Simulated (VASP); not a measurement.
## TiC: electric field gradients with PBEsol

TiC:

```
Ti C
1.0
     0.00000    2.19248    2.19248
     2.19248    0.00000    2.19248
     2.19248    2.19248    0.00000
Ti C
1 1
Direct
  0.00000 0.00000 0.00000
  0.50000 0.50000 0.50000
```

```yaml
Program: VASP 6.6.1
Task: electric field gradients
Functional: PBEsol
Potentials_or_basis: VASP PAW PBE potentials, release 64 (Ti_sv, C)
Cutoff: 520 eV
k_mesh: 14 × 14 × 14
Occupations: fermi-dirac, width 0.03 eV
Spin: no spin polarisation
Dipole_correction: no
Further_INCAR_settings: ALGO = Normal; EDIFF = 1e-08; NBANDS = 15
```

The pressure is -14.6 GPa, the band gap on the k mesh is zero (bands 8 and 9 overlap by 1.05 eV) and the largest electric field gradient by atom is zero within the noise of the run.

Levels at points of the mesh, in eV from the Fermi level:
```csv
k point,band 4,band 5,band 6,band 7,band 8,band 9,band 10,band 11,band 12,band 13
"(0.00, 0.00, 0.00)",-32.57,-12.18,0.66,0.66,0.66,1.66,1.66,1.67,1.67,1.67
"(0.50, 0.00, 0.00)",-32.61,-8.83,-5.70,-2.77,-2.77,2.79,2.79,3.91,7.88,7.88
"(0.50, 0.50, 0.00)",-32.72,-9.90,-3.40,-1.55,-0.04,-0.04,2.61,3.36,3.36,5.53
```

It took 60 s on 1 thread of Intel Xeon 8259CL, with other jobs on the host, peak memory 0.17 GiB.

Caveat: the cell stands under tension; the PAW data sets were made with another functional, which shifts forces and pressure a little.
